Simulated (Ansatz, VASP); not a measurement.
**Two plane-wave programs on TiAl3**

```
CELL_PARAMETERS angstrom
2.83238 0.00000 0.00000
0.00000 4.60482 0.00000
0.00000 0.00000 4.90030
ATOMIC_POSITIONS crystal
Ti 0.00000 0.50000 0.16645
Al 0.50000 0.50000 0.65922
Al 0.50000 0.00000 0.32935
Al 0.00000 0.00000 0.84498
```

Alike in both runs: task single point; functional PBE; k mesh 14 × 10 × 10; occupations gaussian, width 0.1 eV; no spin polarisation.

|  | VASP | Ansatz |
| --- | --- | --- |
| version | VASP 6.6.1 | Ansatz 0.2.0 |
| potentials or method | VASP PAW PBE potentials, release 64 (Ti_sv, Al), cutoff 520 eV | scalar-relativistic, plane waves, PAW |
| valence electrons in the cell | 21 | 21 |

|  | VASP | Ansatz | Ansatz less VASP |
| --- | --- | --- | --- |
| gap on the k mesh at the Fermi level (eV) | none | none | - |
| pressure (GPa) | 2.0 | 2.0 | +0.04 |
| traceless stress, the component that is largest in VASP (GPa) | -2.19 | -2.18 | +0.004 |
| rms of the force components (eV/Å) | 0.159 | 0.158 | -0.0007 |

Atom by atom the forces differ by 0.001 eV/Å (rms over components). A gap of «none» marks a metal or a gap that the smearing closes. With one functional, cell and mesh, what is left measures potentials, basis and numerics.
